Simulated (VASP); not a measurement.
Set up this calculation in VASP 6.6.1, as the native input.

| Quantity | Value |
| --- | --- |
| Task | single point |
| Functional | PBEsol |
| Potentials or basis | VASP PAW PBE potentials, release 64 (Sn_d) |
| Cutoff | 520 eV |
| k mesh | 14 × 14 × 14 |
| Occupations | fermi-dirac, width 0.08 eV |
| Spin | no spin polarisation |
| Dipole correction | no |
| Further INCAR settings | ALGO = Normal; EDIFF = 1e-07; NBANDS = 21 |

The structure of Sn lies in POSCAR:

```
Sn
1.0
    0.0000000000      3.2701694453      3.2701694453
    3.2701694453      0.0000000000      3.2701694453
    3.2701694453      3.2701694453      0.0000000000
Sn
2
Direct
    0.5000000000      0.5000000000      0.5000000000
    0.7500000000      0.7500000000      0.7500000000
```

This isn't the form of Sn at room conditions, which is tetragonal (white tin).

These files were run (other wordings do the same):

INCAR

```
SYSTEM = Sn
ALGO = Normal ; EDIFF = 1E-7
ENCUT = 520 ; GGA = PS
ISIF = 2 ; ISMEAR = -1
LASPH = .True. ; LCHARG = .False.
LREAL = .False. ; LWAVE = .False.
NBANDS = 21 ; NELM = 80
PREC = Accurate ; SIGMA = 0.08
```

KPOINTS

```
k-points
0
Gamma
  14 14 14
  0 0 0
```

Potentials or basis: VASP PAW PBE potentials, release 64 (Sn_d).

Command:

```sh
$ cat potpaw_PBE.64/Sn_d/POTCAR > POTCAR
$ mpirun -np 1 vasp_std > vasp.out
```

It gave:

```
Pressure               : -0.1 GPa
Band gap on the k mesh : zero (bands 14 and 15 overlap by 0.19 eV)
```

Caveat: the PAW data sets were made with another functional, which shifts forces and pressure a little; spin-orbit coupling is left out, which moves the levels of the heavy elements.

Wall time 49 s on 1 thread of Intel(R) Xeon(R) 6975P-C (Granite Rapids), on a shared host, peak memory 0.27 GiB.
